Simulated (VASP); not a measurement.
**MgO: single point with r2SCAN**

Crystal: MgO.

```xyz
2
Lattice="0.0000 2.2820 2.2820 2.2820 0.0000 2.2820 2.2820 2.2820 0.0000" Properties=species:S:1:pos:R:3 pbc="T T T"
Mg    0.0000    0.0000    0.0000
O     1.1410    1.1410    1.1410
```

| Property | Result |
| --- | --- |
| Program | VASP 6.6.1 |
| Task | single point |
| Functional | r2SCAN |
| Potentials or basis | VASP PAW PBE potentials, release 64 (Mg, O) |
| Cutoff | 520 eV |
| k mesh | 10 × 10 × 10 |
| Occupations | gaussian, width 0.01 eV |
| Spin | no spin polarisation |
| Dipole correction | no |
| Further INCAR settings | ALGO = Normal; EDIFF = 1e-06; NBANDS = 11 |

* Pressure: -0.5 GPa
* Band gap on the k mesh: 4.32 eV, direct

Levels at points of the mesh, in eV from the valence-band top:
```
           k point  band 2  band 3  band 4  band 5  band 6  band 7
(0.00, 0.00, 0.00)    0.00    0.00    0.00    4.32   17.92   17.92
(0.50, 0.00, 0.00)   -3.02   -0.18   -0.18    9.63   10.54   15.54
(0.50, 0.50, 0.00)   -2.50   -0.75   -0.75    6.94   12.48   15.32
```

Wall time 22 s on 1 thread of Intel Xeon 6975P-C (shared host), peak memory 0.15 GiB.

Caveat: the PAW data sets were made with another functional, which shifts forces and pressure a little. r2SCAN opens gaps a little over a GGA but as a rule still falls short of measured ones.
